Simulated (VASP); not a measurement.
Input of a VASP 6.6.1 run:

File POSCAR:

```
B48HN48
1.0
    7.6229900000      0.0000000000      0.0000000000
    0.0000000000      8.8022710000      0.0000000000
    0.0000000000      0.0000000000      8.4065820000
B N H
48 48 1
Direct
    0.0000200000      0.1667860000      0.0015470000
    0.0008750000      0.1699600000      0.4987680000
    0.3328400000      0.1668210000      0.0011690000
    0.3329540000      0.1673940000      0.4999800000
    0.1663330000      0.4166120000      0.0018410000
    0.1635300000      0.4141770000      0.4987220000
    0.0004520000      0.6671990000      0.0008100000
    0.0005270000      0.6670130000      0.4990610000
    0.6664410000      0.1662600000      0.0010800000
    0.6669660000      0.1662100000      0.4992460000
    0.4992220000      0.4165250000      0.0015060000
    0.5012620000      0.4166220000      0.5003970000
    0.3327270000      0.6668260000      0.0002440000
    0.3322020000      0.6664580000      0.4989590000
    0.1665230000      0.9169820000      0.0003860000
    0.1669380000      0.9171340000      0.5000270000
    0.8335860000      0.4165320000      0.0026710000
    0.7907190000      0.4382280000      0.5170290000
    0.6663740000      0.6673910000      0.0013980000
    0.6669860000      0.6648250000      0.5008860000
    0.4996140000      0.9171300000      0.0007930000
    0.4996680000      0.9169130000      0.5000520000
    0.8332940000      0.9172300000      0.0008920000
    0.8330890000      0.9172200000      0.5000090000
    0.1664200000      0.0833510000      0.2512290000
    0.1661650000      0.0835000000      0.7501430000
    0.0013040000      0.3327100000      0.2551780000
    0.0007700000      0.3330010000      0.7513770000
    0.4996690000      0.0833570000      0.2508710000
    0.4995150000      0.0837310000      0.7502370000
    0.3329140000      0.3338400000      0.2517300000
    0.3314030000      0.3331810000      0.7516580000
    0.1663710000      0.5832810000      0.2506020000
    0.1662610000      0.5829010000      0.7498390000
    0.0001660000      0.8335390000      0.2505390000
    0.9998490000      0.8333850000      0.7500640000
    0.8335990000      0.0834320000      0.2509470000
    0.8338390000      0.0838950000      0.7500360000
    0.6668730000      0.3323760000      0.2503230000
    0.6662420000      0.3328390000      0.7539860000
    0.4987660000      0.5839420000      0.2497020000
    0.4992300000      0.5836380000      0.7511630000
    0.3329000000      0.8333650000      0.2503760000
    0.3329560000      0.8333740000      0.7500650000
    0.8345090000      0.5838840000      0.2500870000
    0.8336980000      0.5839620000      0.7540310000
    0.6662480000      0.8336670000      0.2511970000
    0.6663890000      0.8349410000      0.7516700000
    0.0000010000      0.1659220000      0.1874720000
    0.0003330000      0.1667640000      0.6879240000
    0.3331270000      0.1667320000      0.1880050000
    0.3328470000      0.1666170000      0.6879320000
    0.1670410000      0.4173000000      0.1875210000
    0.1660490000      0.4164970000      0.6880730000
    0.0008210000      0.6674570000      0.1864520000
    0.9999650000      0.6668930000      0.6878070000
    0.6665440000      0.1656540000      0.1867970000
    0.6666570000      0.1666140000      0.6880260000
    0.4995860000      0.4168210000      0.1873490000
    0.4967260000      0.4150520000      0.6907240000
    0.3325660000      0.6672950000      0.1864260000
    0.3328670000      0.6668550000      0.6873720000
    0.1667120000      0.9168300000      0.1873870000
    0.1665770000      0.9166830000      0.6876500000
    0.8333260000      0.4167750000      0.1885180000
    0.8355710000      0.4155880000      0.6961000000
    0.6662060000      0.6673090000      0.1872990000
    0.6666730000      0.6704100000      0.6908480000
    0.4994470000      0.9168620000      0.1875950000
    0.4994510000      0.9172560000      0.6878550000
    0.8333630000      0.9166630000      0.1877590000
    0.8334650000      0.9172450000      0.6877780000
    0.1676370000      0.0817390000      0.4378930000
    0.1665050000      0.0832900000      0.9378170000
    0.0083530000      0.3288200000      0.4343580000
    0.0004130000      0.3330450000      0.9394860000
    0.4992540000      0.0826670000      0.4378110000
    0.4994330000      0.0834850000      0.9377950000
    0.3331130000      0.3333520000      0.4379000000
    0.3323130000      0.3330410000      0.9388070000
    0.1662630000      0.5835080000      0.4372170000
    0.1663930000      0.5834050000      0.9373220000
    0.0006480000      0.8343810000      0.4375270000
    0.9998280000      0.8337750000      0.9374820000
    0.8337640000      0.0831670000      0.4375440000
    0.8332420000      0.0835410000      0.9377150000
    0.6617010000      0.3272310000      0.4326850000
    0.6658900000      0.3328810000      0.9398740000
    0.4956320000      0.5853840000      0.4336950000
    0.4995630000      0.5836020000      0.9381710000
    0.3327790000      0.8333490000      0.4374510000
    0.3330590000      0.8335390000      0.9373860000
    0.8369280000      0.5907920000      0.4323400000
    0.8334010000      0.5842830000      0.9397980000
    0.6655090000      0.8353910000      0.4375330000
    0.6663460000      0.8345100000      0.9386330000
    0.6677130000      0.5000640000      0.5707810000
```

INCAR.step1

```
SYSTEM = B48HN48
  PREC = Accurate
  ENCUT = 520
  EDIFF = 1E-5
  ISMEAR = -1
  SIGMA = 0.05
  LREAL = Auto
  LASPH = .TRUE.
  NELM = 120
  ALGO = Normal
  ISIF = 2
  LWAVE = .TRUE.
  LCHARG = .FALSE.
  GGA = PE
  NELECT = 386.0
  ISYM = -1
  NBANDS = 246
  GGA_COMPAT = .FALSE.
```

Contents of INCAR.step2:

```
SYSTEM = B48HN48
  PREC = Accurate
  ENCUT = 520
  EDIFF = 1E-6
  ISMEAR = -1
  SIGMA = 0.05
  LREAL = Auto
  LASPH = .TRUE.
  NELM = 120
  ALGO = Normal
  ISIF = 2
  LWAVE = .FALSE.
  LCHARG = .FALSE.
  GGA = PE
  LHFCALC = .TRUE.
  HFSCREEN = 0.2079
  PRECFOCK = Fast
  ISTART = 1
  NELECT = 386.0
  ISYM = -1
  NBANDS = 246
  GGA_COMPAT = .FALSE.
```

The input KPOINTS:

```
explicit points
1
Reciprocal
  0.25000000   0.25000000   0.25000000 1
```

Potentials or basis: VASP PAW PBE potentials, release 64 (B, N, H).

Run with:

```bash
$ cat potpaw_PBE.64/B/POTCAR potpaw_PBE.64/N/POTCAR potpaw_PBE.64/H/POTCAR > POTCAR
$ cp INCAR.step1 INCAR
$ mpirun -np 1 vasp_std > vasp.out
$ cp INCAR.step2 INCAR
$ mpirun -np 1 vasp_std > vasp.out
```

Problem. What does it give for the largest force?

Solution. 0.591 eV/Å.

Forces in eV/Å, atoms in the order of the input:
```
B   -0.001  0.013 -0.023
B    0.016  0.024 -0.035
B    0.000  0.008 -0.019
B   -0.008 -0.007 -0.028
B   -0.005 -0.005 -0.026
B   -0.003 -0.033 -0.043
B   -0.005  0.002 -0.016
B    0.001 -0.009 -0.038
B   -0.002  0.009 -0.016
B    0.004  0.003 -0.032
B    0.007 -0.002 -0.012
B   -0.008 -0.016 -0.028
B   -0.006  0.002 -0.018
B    0.003 -0.009 -0.038
B    0.000  0.000 -0.023
B   -0.003  0.005 -0.025
B    0.007  0.000 -0.017
B   -0.477  0.280  0.207
B    0.001 -0.006 -0.018
B   -0.001  0.006 -0.042
B    0.000 -0.002 -0.026
B    0.009  0.005 -0.020
B   -0.004 -0.001 -0.024
B    0.000  0.021 -0.027
B   -0.005  0.010 -0.010
B    0.002  0.003 -0.034
B    0.010 -0.003 -0.010
B   -0.033  0.020 -0.034
B   -0.003  0.004 -0.025
B    0.003  0.008 -0.025
B   -0.003  0.005 -0.007
B    0.031  0.018 -0.040
B    0.002  0.001 -0.030
B   -0.006 -0.012 -0.038
B   -0.005  0.000 -0.021
B   -0.001  0.002 -0.034
B    0.003 -0.003 -0.026
B   -0.004  0.005 -0.031
B   -0.003 -0.012 -0.002
B    0.014  0.012 -0.029
B   -0.008  0.004 -0.009
B   -0.005  0.005 -0.030
B    0.002 -0.002 -0.020
B    0.010  0.002 -0.034
B   -0.003  0.016 -0.004
B    0.006 -0.016 -0.039
B    0.003 -0.006 -0.015
B    0.004 -0.031 -0.037
N    0.001 -0.009  0.020
N    0.004 -0.003  0.030
N    0.001 -0.009  0.013
N   -0.013 -0.004  0.034
N    0.004  0.001  0.018
N    0.001  0.001  0.038
N    0.000  0.000  0.022
N   -0.006  0.008  0.029
N   -0.002  0.000  0.021
N   -0.008 -0.001  0.022
N   -0.005  0.002  0.011
N   -0.043 -0.011  0.024
N    0.003  0.002  0.023
N    0.008  0.001  0.024
N   -0.001 -0.004  0.019
N   -0.004  0.002  0.027
N    0.011 -0.005  0.030
N    0.052 -0.027  0.020
N    0.000  0.008  0.018
N   -0.011  0.040  0.020
N   -0.002  0.005  0.023
N   -0.007  0.004  0.026
N    0.001  0.004  0.021
N   -0.003  0.007  0.029
N    0.012 -0.011  0.011
N    0.001 -0.007  0.030
N    0.093 -0.058 -0.005
N    0.007 -0.008  0.032
N    0.006 -0.009  0.018
N    0.003 -0.007  0.024
N    0.019 -0.006  0.012
N    0.001 -0.004  0.024
N   -0.006  0.010  0.020
N    0.006  0.001  0.033
N    0.007 -0.004  0.019
N    0.004 -0.004  0.032
N   -0.009 -0.008  0.017
N    0.005 -0.007  0.026
N    0.019  0.010  0.027
N   -0.003 -0.009  0.018
N    0.018  0.002  0.046
N    0.001  0.000  0.021
N   -0.005 -0.003  0.016
N    0.002 -0.003  0.031
N   -0.011 -0.021  0.034
N   -0.001 -0.001  0.023
N    0.005 -0.009  0.024
N    0.000 -0.001  0.023
H    0.304 -0.168 -0.144
```

Caveat: the cell carries a net charge on a neutralising background, which shifts energy and pressure; the PAW data sets were made with another functional, which shifts forces and pressure a little.
